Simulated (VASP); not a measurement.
Input of a VASP 6.6.1 run:

INCAR

```
ALGO     = Normal         # electronic algorithm
EDIFF    = 1E-7           # SCF threshold, eV
ENCUT    = 520            # plane-wave cutoff, eV
GGA      = PS             # functional
ISIF     = 2              # what is computed and relaxed
ISMEAR   = 0              # smearing method
LASPH    = True           # aspherical terms in the spheres
LCHARG   = False          # write CHGCAR
LREAL    = False          # projectors in reciprocal space
LWAVE    = False          # write WAVECAR
NBANDS   = 11             # bands
NELM     = 80             # most SCF steps
PREC     = Accurate       # precision mode
SIGMA    = 0.01           # smearing width, eV
```

KPOINTS

```
k-points
0
Gamma
  10 10 10
```

The input POSCAR:

```
BAs
1.0
    0.0000000000      2.3783739462      2.3783739462
    2.3783739462      0.0000000000      2.3783739462
    2.3783739462      2.3783739462      0.0000000000
B As
1 1
Direct
    0.0000000000      0.0000000000      0.0000000000
    0.7500000000      0.7500000000      0.7500000000
```

Potentials or basis: VASP PAW PBE potentials, release 64 (B, As).

Run with:

```bash
$ cat potpaw_PBE.64/B/POTCAR potpaw_PBE.64/As/POTCAR > POTCAR
$ mpirun -np 1 vasp_std > vasp.out
```

Question: What does it give for the band gap on the k mesh?

Answer: 1.06 eV, indirect (least direct gap 3.26 eV).

Question: Predict the pressure.

Answer: 1.9 GPa.

Caveat: the PAW data sets were made with another functional, which shifts forces and pressure a little. A k mesh can miss the band edges.
